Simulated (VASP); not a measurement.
# KH4 (Pm-3m) in VASP: relaxation of cell and atoms with PBE

Aim: the relaxation of cell and atoms of KH4 with PBE.

All numbers are computed with VASP 6.6.1; they aren't measurements. Logs are shortened: lines on timing, memory, paths and dates and some standing lists are left out, and cuts for length are marked.

### Step 1. The cell of the first run

The structure is cubic, space group Pm-3m (No. 221). Conventional cell: a = 4.111 Å, b = 4.111 Å, c = 4.111 Å, α = 90.00°, β = 90.00°, γ = 90.00°. Within 2.7 Å of K (site symmetry m-3m) lie 6 H at 2.06 Å. H (site symmetry 4/mmm) has 2 K at 2.06 Å within 2.7 Å. H (site symmetry m-3m) has 12 H at 2.91 Å and 8 K at 3.56 Å within 3.8 Å.

The cell was generated, and may not be a known phase.

### Step 2. Relaxation of cell and atoms, PBE

The input, INCAR:

```
SYSTEM = KH4
  PREC = Accurate
  ENCUT = 1230
  EDIFF = 1E-7
  ISMEAR = 0
  SIGMA = 0.1
  LREAL = .False.
  LASPH = .True.
  NELM = 120
  ALGO = Normal
  ISIF = 3
  LWAVE = .False.
  LCHARG = .False.
  GGA = PE
  IBRION = 2
  NSW = 90
  EDIFFG = -0.04
  GGA_COMPAT = .False.
  NELMIN = 4
```

The input, KPOINTS:

```
Automatic mesh
0
Gamma
  4 4 4
  0 0 0
```

The input, POSCAR:

```
KH4
1.0
    4.1110568100      0.0000000000      0.0000000000
    0.0000000000      4.1110568100      0.0000000000
    0.0000000000      0.0000000000      4.1110568100
K H
1 4
Direct
    0.0000000000      0.0000000000      0.0000000000
    0.5000000000      0.0000000000      0.0000000000
    0.0000000000      0.5000000000      0.0000000000
    0.0000000000      0.0000000000      0.5000000000
    0.5000000000      0.5000000000      0.5000000000
```

Potentials or basis: VASP PAW PBE potentials, release 64 (K_sv, H_h).

Started as:

```console
> cat potpaw_PBE.64/K_sv/POTCAR potpaw_PBE.64/H_h/POTCAR > POTCAR
> mpirun -np 1 vasp_std > vasp.out
```

OUTCAR:

```text
SYSTEM = KH4
   PREC = Accurate
   ENCUT = 1230
   EDIFF = 1E-7
   ISMEAR = 0
   LREAL = .False.
   LASPH = .True.
   NELM = 120
   ISIF = 3
   GGA = PE
   IBRION = 2
   NSW = 90
   EDIFFG = -0.04
   NELMIN = 4

 ion  position               nearest neighbor table
   1  0.000  0.000  0.000-   2 2.06   3 2.06   4 2.06   4 2.06   3 2.06   2 2.06
   2  0.500  0.000  0.000-   1 2.06   1 2.06
   3  0.000  0.500  0.000-   1 2.06   1 2.06
   4  0.000  0.000  0.500-   1 2.06   1 2.06
   5  0.500  0.500  0.500-

  LATTYP: Found a simple cubic cell.
 ALAT       =     4.1110568100

  Lattice vectors:

 A1 = (   4.1110568100,   0.0000000000,   0.0000000000)
 A2 = (   0.0000000000,   4.1110568100,   0.0000000000)
 A3 = (   0.0000000000,   0.0000000000,   4.1110568100)

Analysis of symmetry for initial positions (statically):
=====================================================================
 Subroutine PRICEL returns:
 Original cell was already a primitive cell.

 Routine SETGRP: Setting up the symmetry group for a
 simple cubic supercell.

 Subroutine GETGRP returns: Found 48 space group operations
 (whereof 48 operations were pure point group operations)
 out of a pool of 48 trial point group operations.

The static configuration has the point symmetry O_h .

Analysis of symmetry for dynamics (positions and initial velocities):
=====================================================================
 Subroutine PRICEL returns:
 Original cell was already a primitive cell.

 Routine SETGRP: Setting up the symmetry group for a
 simple cubic supercell.

 Subroutine GETGRP returns: Found 48 space group operations
 (whereof 48 operations were pure point group operations)
 out of a pool of 48 trial point group operations.

The dynamic configuration has the point symmetry O_h .

 Subroutine INISYM returns: Found 48 space group operations
 (whereof 48 operations are pure point group operations),
 and found     1 'primitive' translations

----------------------------------------------------------------------------------------

                                     Primitive cell

  volume of cell :      69.4801

  direct lattice vectors                    reciprocal lattice vectors
     4.111056810  0.000000000  0.000000000     0.243246456  0.000000000  0.000000000
     0.000000000  4.111056810  0.000000000     0.000000000  0.243246456  0.000000000
     0.000000000  0.000000000  4.111056810     0.000000000  0.000000000  0.243246456

  length of vectors
     4.111056810  4.111056810  4.111056810     0.243246456  0.243246456  0.243246456

  position of ions in fractional coordinates (direct lattice)
     0.000000000  0.000000000  0.000000000
     0.500000000  0.000000000  0.000000000
     0.000000000  0.500000000  0.000000000
     0.000000000  0.000000000  0.500000000
     0.500000000  0.500000000  0.500000000

  ion indices of the primitive-cell ions
   primitive index   ion index
                 1           1
                 2           2
                 3           3
                 4           4
                 5           5

----------------------------------------------------------------------------------------

 KPOINTS: Automatic mesh

Automatic generation of k-mesh.
 Grid dimensions read from file:
 generate k-points for:    4    4    4

 Generating k-lattice:

  Cartesian coordinates                     Fractional coordinates (reciprocal lattice)
     0.060811614  0.000000000  0.000000000     0.250000000  0.000000000  0.000000000
     0.000000000  0.060811614  0.000000000     0.000000000  0.250000000  0.000000000
     0.000000000  0.000000000  0.060811614     0.000000000  0.000000000  0.250000000

  Length of vectors
     0.060811614  0.060811614  0.060811614

  Shift w.r.t. Gamma in fractional coordinates (k-lattice)
     0.000000000  0.000000000  0.000000000

 Subroutine IBZKPT returns following result:
 ===========================================

 Found     10 irreducible k-points:

 Following reciprocal coordinates:
            Coordinates               Weight
  0.000000  0.000000  0.000000      1.000000
  0.250000  0.000000  0.000000      6.000000
  0.500000  0.000000  0.000000      3.000000
  0.250000  0.250000  0.000000     12.000000
  0.500000  0.250000  0.000000     12.000000
  0.500000  0.500000  0.000000      3.000000
  0.250000  0.250000  0.250000      8.000000
  0.500000  0.250000  0.250000     12.000000
  0.500000  0.500000  0.250000      6.000000
  0.500000  0.500000  0.500000      1.000000
   k-points           NKPTS =     10   k-points in BZ     NKDIM =     10   number of bands    NBANDS=     10
   number of dos      NEDOS =    301   number of ions     NIONS =      5
   total plane-waves  NPLWV = 110592
   dimension x,y,z NGX =    48 NGY =   48 NGZ =   48
   dimension x,y,z NGXF=    96 NGYF=   96 NGZF=   96
   ions per type =               1   4
   NGX,Y,Z   is equivalent  to a cutoff of  19.41, 19.41, 19.41 a.u.
   NGXF,Y,Z  is equivalent  to a cutoff of  38.82, 38.82, 38.82 a.u.
 SYSTEM =  KH4
   PREC   = accura    normal or accurate (medium, high low for compatibility)
   ISTART =      0    job   : 0-new  1-cont  2-samecut
   ICHARG =      2    charge: 1-file 2-atom 10-const
   ISPIN  =      1    spin polarized calculation?
   LNONCOLLINEAR =      F non collinear calculations
   LSORBIT =      F    spin-orbit coupling
   LASPH  =      T    aspherical Exc in radial PAW
   ENCUT  = 1230.0 eV  90.40 Ry    9.51 a.u.  11.76 11.76 11.76*2*pi/ulx,y,z
   NELM   =    120;   NELMIN=  4; NELMDL= -5     # of ELM steps
   EDIFF  = 0.1E-06   stopping-criterion for ELM
   LREAL  =      F    real-space projection
   EDIFFG = -.4E-01   stopping-criterion for IOM
   NSW    =     90    number of steps for IOM
   IBRION =      2    ionic relax: 0-MD 1-quasi-New 2-CG
   NFREE  =      1    steps in history (QN), initial steepest desc. (CG)
   ISIF   =      3    stress and relaxation
   ISYM   =      2    0-nonsym 1-usesym 2-fastsym
   POTIM  = 0.5000    time-step for ionic-motion
   TEBEG  =    0.0;   TEEND  =   0.0 temperature during run
   PSTRESS=    0.0 pullay stress
   NELECT =      13.0000    total number of electrons
   NUPDOWN=      -1.0000    fix difference up-down
   EMIN   =  10.00;   EMAX   =-10.00  energy-range for DOS
   EFERMI =   0.00;   METHOD = LEGACY
   ISMEAR =     0;   SIGMA  =   0.10  broadening in eV -4-tet -1-fermi 0-gaus
   EFERMI_NEDOS =   21; number of points for ismear=-14 and -15
   IALGO  =     38    algorithm
   IMIX   =      4    mixing-type and parameters
     AMIX     =   0.40;   BMIX     =  1.00
     AMIX_MAG =   1.60;   BMIX_MAG =  1.00
  volume/ion in A,a.u.               =      13.90        93.77
  Fermi-wavevector in a.u.,A,eV,Ry     =   0.936345  1.769435 11.928793  0.876742
  Thomas-Fermi vector in A             =   2.063345
   LORBIT       =      0    0 simple, 1 ext, 2 COOP (PROOUT), +10 PAW based schemes
   GGA     = PE    functional components
   LHFCALC =     F    Hartree Fock is set to
   AEXX    =    0.0000 exact exchange contribution
   IVDW    =     0    specifies the selected vdW correction
   LEPSILON=     F    determine dielectric tensor
   LRPA    =     F    only Hartree local field effects (RPA)
 conjugate gradient relaxation of ions
 non-spin polarized calculation
 Gauss-broadening in eV      SIGMA  =   0.10
  energy-cutoff  :     1230.00
  volume of cell :       69.48
 maximum number of plane-waves:      6859
 NGX is ok and might be reduce to    48
   NGX = 23   NGY = 23   NGZ = 23

--------------------------------------- Ionic step        1  -------------------------------------------

 number of electron      13.0000000 magnetization

 Free energy of the ion-electron system (eV)
  ---------------------------------------------------
  ext. energy  EPLUGINS =         0.00000000
  ---------------------------------------------------
  free energy    TOTEN  =        -5.93836172 eV

  energy without entropy =       -5.91461832  energy(sigma->0) =       -5.92649002

------------------------ aborting loop because EDIFF is reached ----------------------------------------

  FORCE on cell =-STRESS in cart. coord.  units (eV):
  Direction    XX          YY          ZZ          XY          YZ          ZX
  --------------------------------------------------------------------------------------
  -------------------------------------------------------------------------------------
  Total        1.8372309      1.8372309      1.8372309      0.0000000      0.0000000     -0.0000000
  in kB       42.3656504     42.3656504     42.3656504      0.0000000      0.0000000     -0.0000000
  external PRESSURE =      42.3656504 kB  Pullay stress =       0.0000000 kB

 VOLUME and BASIS-vectors are now :
 -----------------------------------------------------------------------------
  energy-cutoff  :     1230.00
  volume of cell :       69.48
      direct lattice vectors                 reciprocal lattice vectors
     4.111056810  0.000000000  0.000000000     0.243246456  0.000000000  0.000000000
     0.000000000  4.111056810  0.000000000     0.000000000  0.243246456  0.000000000
     0.000000000  0.000000000  4.111056810     0.000000000  0.000000000  0.243246456
[... 118 lines left out ...]
 POSITION                                       TOTAL-FORCE (eV/Angst)
 -----------------------------------------------------------------------------------
      0.00000      0.00000      0.00000         0.000000     -0.000000      0.000000
      2.41990      0.00000     -0.00000         0.000000     -0.000000      0.000000
      0.00000      2.41990      0.00000        -0.000000      0.000000      0.000000
      0.00000      0.00000      2.41990        -0.000000     -0.000000      0.000000
      2.41990      2.41990      2.41990        -0.000000     -0.000000      0.000000
 -----------------------------------------------------------------------------------
    total drift:                                0.000000      0.000000      0.000000

  FREE ENERGIE OF THE ION-ELECTRON SYSTEM (eV)
  ---------------------------------------------------
  free  energy   TOTEN  =        -6.2344720490 eV

  energy  without entropy=       -6.1761494302  energy(sigma->0) =       -6.20531074

--------------------------------------- Ionic step        5  -------------------------------------------

 number of electron      12.9999999 magnetization

 Free energy of the ion-electron system (eV)
  ---------------------------------------------------
  ext. energy  EPLUGINS =         0.00000000
  ---------------------------------------------------
  free energy    TOTEN  =        -6.25143649 eV

  energy without entropy =       -6.20386705  energy(sigma->0) =       -6.22765177

 E-fermi :  -3.9979     XC(G=0):  -5.9932

 val. band max:       -4.0107322479   @ k =   0.2500   0.2500   0.2500
 cond. band min:      -3.9529593241   @ k =   0.5000   0.2500   0.2500
 fundamental gap:      0.0577729238
 Fermi energy:        -3.9979170813

 k-point     1 :       0.0000    0.0000    0.0000
  band No.  band energies     occupation
      1     -32.0144      2.00000
      2     -15.5367      2.00000
      3     -15.5367      2.00000
      4     -15.5367      2.00000
      5      -6.2711      2.00000
      6      -4.1875      1.99265
      7      -4.1875      1.99265
      8      -3.3257      0.00000
      9       4.0667      0.00000
     10       4.0667      0.00000

 k-point     2 :       0.2500    0.0000    0.0000
  band No.  band energies     occupation
      1     -32.0131      2.00000
      2     -15.5916      2.00000
      3     -15.5348      2.00000
      4     -15.5348      2.00000
      5      -5.9247      2.00000
      6      -4.2706      1.99988
      7      -4.1507      1.96927
      8      -3.3731      0.00000
      9       3.8874      0.00000
     10       3.8874      0.00000
[... 124 lines left out ...]
 POSITION                                       TOTAL-FORCE (eV/Angst)
 -----------------------------------------------------------------------------------
      0.00000      0.00000      0.00000        -0.000000      0.000000      0.000000
      2.35229      0.00000     -0.00000         0.000000     -0.000000      0.000000
      0.00000      2.35229      0.00000        -0.000000     -0.000000      0.000000
      0.00000      0.00000      2.35229        -0.000000     -0.000000      0.000000
      2.35229      2.35229      2.35229        -0.000000     -0.000000      0.000000
 -----------------------------------------------------------------------------------
    total drift:                                0.000000      0.000000      0.000000

  FREE ENERGIE OF THE ION-ELECTRON SYSTEM (eV)
  ---------------------------------------------------
  free  energy   TOTEN  =        -6.2514364854 eV

  energy  without entropy=       -6.2038670470  energy(sigma->0) =       -6.22765177

 reached required accuracy - stopping structural energy minimisation
```

It took 90 s on 1 thread of Intel Xeon Platinum 8488C (Sapphire Rapids), shared host; peak memory 0.36 GiB.

What came out:

```yaml
Free_energy: -6.2514 eV
Relaxed_volume: 20.83 Å³/atom
Relaxed_cell: a = 4.705 Å, b = 4.705 Å, c = 4.705 Å, α = 90.00°, β = 90.00°, γ = 90.00°
Space_group_after_relaxing_to_0.1_Å: Pm-3m (No. 221)
Energy_gained_by_relaxing: 62.6 meV/atom
Ionic_steps: 5
Pressure_after_relaxing: -0.1 GPa
Band_gap_on_the_k_mesh: zero (an odd number of electrons rules out a gap without spin polarisation)
```

The path:
```
step  energy change (eV)  largest force (eV/Å)  pressure (GPa)  volume (Å³)
   1              0.0000                0.0000            4.24        69.48
   2             -0.0882                0.0000            3.31        73.24
   3             -0.2555                0.0000            1.33        85.33
   4             -0.2961                0.0000           -0.45       113.37
   5             -0.3131                0.0000           -0.12       104.13
```

Final structure:
```
K H
1.0
     4.70457    0.00000    0.00000
     0.00000    4.70457    0.00000
     0.00000    0.00000    4.70457
K H
1 4
Cartesian
  0.0000 0.0000 0.0000
  2.3523 0.0000 0.0000
  0.0000 2.3523 0.0000
  0.0000 0.0000 2.3523
  2.3523 2.3523 2.3523
```

Caveat: the k points lie up to 0.33 Å⁻¹ apart in the final cell, too coarse for converged energies and pressures of a metal; the volume moved by over 15 % at a fixed basis, so the end points are rough; an odd number of electrons without spin polarisation forces a metal; a magnetic or distorted state may lie lower.

The gap in the log of VASP goes by the Fermi energy; the results here count the filled bands.